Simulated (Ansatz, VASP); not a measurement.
**S: VASP beside Ansatz**

File INCAR:

```
PREC = Accurate ; ENCUT = 520
EDIFF = 1E-7 ; ISMEAR = -1
SIGMA = 0.05 ; LREAL = False
LASPH = True ; NELM = 100
ALGO = Normal ; ISIF = 2
LWAVE = False ; LCHARG = False
GGA = PE ; NBANDS = 13
```

Contents of KPOINTS:

```
regular mesh
0
Gamma
  12 12 12
```

Contents of POSCAR:

```
S
1.0
    0.0000000000      2.8960981135      2.8960981135
    2.8960981135      0.0000000000      2.8960981135
    2.8960981135      2.8960981135      0.0000000000
S
2
Direct
    0.0000000000      0.0000000000      0.0000000000
    0.2500000000      0.2500000000      0.2500000000
```

Input for Ansatz:

```yaml
crystal:
  lattice:
    - [0.0, 2.8960981135, 2.8960981135]
    - [2.8960981135, 0.0, 2.8960981135]
    - [2.8960981135, 2.8960981135, 0.0]
  atoms:
    - { symbol: S, position: [0.0, 0.0, 0.0] }
    - { symbol: S, position: [0.25, 0.25, 0.25] }
kpoints:
  mp_grid: { grid: [12, 12, 12] }
  band_path:
    path:
      - [0.0, 0.0, 0.0]
      - [0.5, 0.0, 0.5]
      - [0.625, 0.25, 0.625]
      - [0.375, 0.375, 0.75]
      - [0.0, 0.0, 0.0]
      - [0.5, 0.5, 0.5]
      - [0.5, 0.25, 0.75]
      - [0.5, 0.0, 0.5]
    npoints: 5
scf:
  occupations: { method: fermi_dirac, width: 0.05 }
hamiltonian:
  xc: pbe
  pseudopotentials:
    kind: all_electron
    lapw: { basis_error: 0.001 }
    relativity: none
output:
  forces: true
  stress: true
  eigenvalues: true
```

Alike in both runs: task single point; functional PBE; k mesh 12 × 12 × 12; occupations fermi-dirac, width 0.05 eV; no spin polarisation.

|  | VASP | Ansatz |
| --- | --- | --- |
| version | VASP 6.6.1 | Ansatz 0.2.0 |
| potentials or method | VASP PAW PBE potentials, release 64 (S), cutoff 520 eV | all-electron LAPW, non-relativistic |

VASP gave:

* pressure (GPa): -0.1

What did Ansatz give for the same quantities?

Pressure (GPa): 0.1.

Ansatz ran all-electron here, and VASP with PAW potentials.
